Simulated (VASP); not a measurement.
Set up this calculation in VASP 6.6.1, as the native input.

* Task: single point
* Functional: PBEsol
* Potentials or basis: VASP PAW PBE potentials, release 64 (Ta_pv, N)
* Cutoff: 520 eV
* k mesh: 11 × 11 × 6
* Occupations: fermi-dirac, width 0.01 eV
* Spin: no spin polarisation
* Dipole correction: no
* Further INCAR settings: ALGO = Normal; EDIFF = 1e-06; NBANDS = 24

The structure of TaN lies in POSCAR:

```
TaN
1.0
    3.0881118675      0.0000000000      0.0000000000
   -1.5440559337      2.6743833269      0.0000000000
    0.0000000000      0.0000000000      4.9827179480
Ta N
2 2
Direct
    0.0000000000      0.0000000000      0.0000000000
    0.0000000000      0.0000000000      0.5000000000
    0.3333333333      0.6666666667      0.2500000000
    0.6666666667      0.3333333333      0.7500000000
```

This cell differs from its parent crystal: volume scaled by 1.04.

The input as run:

INCAR

```
SYSTEM = TaN
PREC = Accurate ; ENCUT = 520
EDIFF = 1E-6 ; ISMEAR = -1
SIGMA = 0.01 ; LREAL = .False.
LASPH = .True. ; NELM = 60
ALGO = Normal ; ISIF = 2
LWAVE = .False. ; LCHARG = .False.
GGA = PS ; NBANDS = 24
```

KPOINTS

```
regular mesh
0
Gamma
  11 11 6
  0 0 0
```

Potentials or basis: VASP PAW PBE potentials, release 64 (Ta_pv, N).

Command:

```console
$ cat potpaw_PBE.64/Ta_pv/POTCAR potpaw_PBE.64/N/POTCAR > POTCAR
$ mpirun -np 1 vasp_std > vasp.out
```

Results of the run:

```yaml
Pressure: 30.8 GPa
Band_gap_on_the_k_mesh: zero (band 16 reaches 9.97 eV, above the bottom of band 17 at 7.51 eV)
```

Caveat: the PAW data sets were made with another functional, which shifts forces and pressure a little; spin-orbit coupling is left out, which moves the levels of the heavy elements.

Wall time 52 s on 1 thread of Intel(R) Xeon(R) Platinum 8175M CPU @ 2.50GHz (Skylake/Cascade Lake), on a shared host, peak memory 0.19 GiB.
